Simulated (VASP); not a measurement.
A run of VASP 6.6.1 is set up as follows.

INCAR

```
  PREC = Accurate
  ENCUT = 520
  EDIFF = 1E-6
  ISMEAR = 0
  SIGMA = 0.02
  LREAL = Auto
  LASPH = True
  NELM = 100
  ALGO = Normal
  ISIF = 2
  LWAVE = False
  LCHARG = True
  GGA = PS
  LELF = True
  LVHAR = True
  NBANDS = 52
```

File KPOINTS:

```
Automatic mesh
0
Gamma
  2 2 2
```

File POSCAR:

```
TiSi16
1.0
    0.0000000000      5.4300000000      5.4300000000
    5.4300000000      0.0000000000      5.4300000000
    5.4300000000      5.4300000000      0.0000000000
Si Ti
16 1
Direct
   -0.0186331492      0.0152819521     -0.0003211786
    0.1201768877      0.1370982505      0.1224255064
    0.0000696133      0.0037211786      0.4964412523
    0.1163970534      0.1374709024      0.6192843462
   -0.0000870166      0.5112938306     -0.0107247698
    0.1166933702      0.6344031308      0.1225541436
   -0.0023116022      0.5114742173      0.4965615101
    0.1242310313      0.6331494475      0.6187951197
    0.5037959484      0.0149834254     -0.0005465930
    0.6179256906      0.1388227440      0.1247684162
    0.4989467772      0.0154491713      0.4869657459
    0.6272058011      0.1374433702      0.6190505525
    0.4992345304      0.5015612339      0.0003476059
    0.6268085635      0.6341295580      0.1225170350
    0.4946546041      0.5114256906      0.4964877532
    0.6239318600      0.6335887661      0.6188174954
    0.3697698895      0.8873286372      0.8729938306
```

Potentials or basis: VASP PAW PBE potentials, release 64 (Si, Ti_sv).

The run is started by

```console
$ cat potpaw_PBE.64/Si/POTCAR potpaw_PBE.64/Ti_sv/POTCAR > POTCAR
$ mpirun -np 1 vasp_std > vasp.out
```

(1) What does it give for the largest force?

(2) Predict the band gap on the k mesh.

(3) Estimate the pressure.

## Answers

(1) 0.046 eV/Å.

(2) zero (bands 38 and 39 overlap by 0.38 eV).

(3) 2.1 GPa.

Caveat: the k points lie up to 0.50 Å⁻¹ apart; the PAW data sets were made with another functional, which shifts forces and pressure a little.
